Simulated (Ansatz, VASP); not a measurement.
# Sn: VASP beside Ansatz

The input INCAR:

```
SYSTEM = Sn
PREC     = Accurate       ! precision mode
ENCUT    = 520            ! plane-wave cutoff, eV
EDIFF    = 1E-6           ! SCF threshold, eV
ISMEAR   = 0              ! smearing method
SIGMA    = 0.01           ! smearing width, eV
LREAL    = .FALSE.        ! projectors in reciprocal space
LASPH    = .TRUE.         ! aspherical terms in the spheres
NELM     = 100            ! most SCF steps
ALGO     = Normal         ! electronic algorithm
ISIF     = 2              ! what is computed and relaxed
LWAVE    = .FALSE.        ! write WAVECAR
LCHARG   = .TRUE.         ! write CHGCAR
LELF     = .TRUE.         ! ELF
LVHAR    = .TRUE.       
NBANDS   = 21             ! bands
```

The input KPOINTS:

```
Automatic mesh
0
G
  9 9 9
  0 0 0
```

POSCAR

```
Sn
1.0
    0.0000000000      3.2380799619      3.2380799619
    3.2380799619      0.0000000000      3.2380799619
    3.2380799619      3.2380799619      0.0000000000
Sn
2
Direct
    0.5000000000      0.5000000000      0.5000000000
    0.7500000000      0.7500000000      0.7500000000
```

Input for Ansatz:

```yaml
crystal:
  lattice:
    - [0.0, 3.2380799619, 3.2380799619]
    - [3.2380799619, 0.0, 3.2380799619]
    - [3.2380799619, 3.2380799619, 0.0]
  atoms:
    - { symbol: Sn, position: [0.5, 0.5, 0.5] }
    - { symbol: Sn, position: [0.75, 0.75, 0.75] }
hamiltonian:
  xc: lda
  pseudopotentials:
    kind: paw
    azcp:
      Sn: "pseudopotentials/Sn.paw.azcp"
basis:
  ecutwfc: 420
  fft_grid_basis: typed
kpoints:
  mp_grid: { grid: [9, 9, 9], shift: [0, 0, 0] }
magnetization:
  spin_polarized: false
scf:
  occupations: { method: gaussian, width: 0.01 }
  lower_state_search: "off"
output:
  stress: true
  write_density: true
  write_potential: true
  elf: true
  volumetric_format: npy
```

Alike in both runs: task single point; functional LDA; k mesh 9 × 9 × 9; occupations gaussian, width 0.01 eV; no spin polarisation.

|  | VASP | Ansatz |
| --- | --- | --- |
| version | VASP 6.6.1 | Ansatz 0.2.0 |
| potentials or method | VASP PAW LDA potentials, release 64 (Sn_d), cutoff 520 eV | plane waves (420 eV) with PAW, scalar-relativistic |
| valence electrons in the cell | 28 | 28 |

|  | VASP | Ansatz | Ansatz less VASP |
| --- | --- | --- | --- |
| pressure (GPa) | -0.1 | -0.1 | -0.02 |

Ansatz warns that its potentials were made for another functional, while VASP's fit it. LDA's correlation is that of Perdew and Zunger in VASP and of Perdew and Wang (1992) in Ansatz.
